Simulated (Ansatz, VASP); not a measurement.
One calculation of ScCu, two programs

Contents of INCAR:

```
SYSTEM = ScCu
PREC     = Accurate       ! precision mode
ENCUT    = 520            ! plane-wave cutoff, eV
EDIFF    = 1E-8           ! SCF threshold, eV
ISMEAR   = -1             ! smearing method
SIGMA    = 0.05           ! smearing width, eV
LREAL    = .FALSE.        ! projectors in reciprocal space
LASPH    = .TRUE.         ! aspherical terms in the spheres
NELM     = 80             ! most SCF steps
ALGO     = Normal         ! electronic algorithm
ISIF     = 2              ! what is computed and relaxed
LWAVE    = .FALSE.        ! write WAVECAR
LCHARG   = .FALSE.        ! write CHGCAR
GGA      = CA             ! functional
LEFG     = .TRUE.       
NBANDS   = 18             ! bands
```

File KPOINTS:

```
Automatic mesh
0
G
  11 11 11
  0 0 0
```

File POSCAR:

```
ScCu
1.0
    3.2119946056      0.0000000000      0.0000000000
    0.0000000000      3.2119946056      0.0000000000
    0.0000000000      0.0000000000      3.2119946056
Sc Cu
1 1
Direct
    0.5000000000      0.5000000000      0.5000000000
    0.0000000000      0.0000000000      0.0000000000
```

Input for Ansatz:

```yaml
crystal:
  lattice:
    - [3.2119946056, 0.0, 0.0]
    - [0.0, 3.2119946056, 0.0]
    - [0.0, 0.0, 3.2119946056]
  atoms:
    - { symbol: Sc, position: [0.5, 0.5, 0.5] }
    - { symbol: Cu, position: [0.0, 0.0, 0.0] }
kpoints:
  mp_grid: { grid: [11, 11, 11] }
scf:
  occupations: { method: fermi_dirac, width: 0.05 }
hamiltonian:
  xc: lda
  pseudopotentials: { kind: all_electron, datasets: crystal }
output:
  forces: true
  stress: true
  eigenvalues: true
  efg: { contact_densities: true }
```

Change from the starting cell: volume scaled by 0.96, crystal datasets.

Alike in both runs: task electric field gradients; functional LDA; k mesh 11 × 11 × 11; occupations fermi-dirac, width 0.05 eV; no spin polarisation.

```csv
,VASP,Ansatz
version,VASP 6.6.1,Ansatz 0.2.0
potentials or method,"VASP PAW LDA potentials, release 64 (Sc_sv, Cu), cutoff 520 eV","all-electron PAW with datasets made for the crystal, scalar-relativistic"
```

|  | VASP | Ansatz | Ansatz less VASP |
| --- | --- | --- | --- |
| pressure (GPa) | -3.8 | -4.3 | -0.49 |

LDA's correlation is that of Perdew and Zunger in VASP and of Perdew and Wang (1992) in Ansatz. Ansatz ran all-electron here, and VASP with PAW potentials.
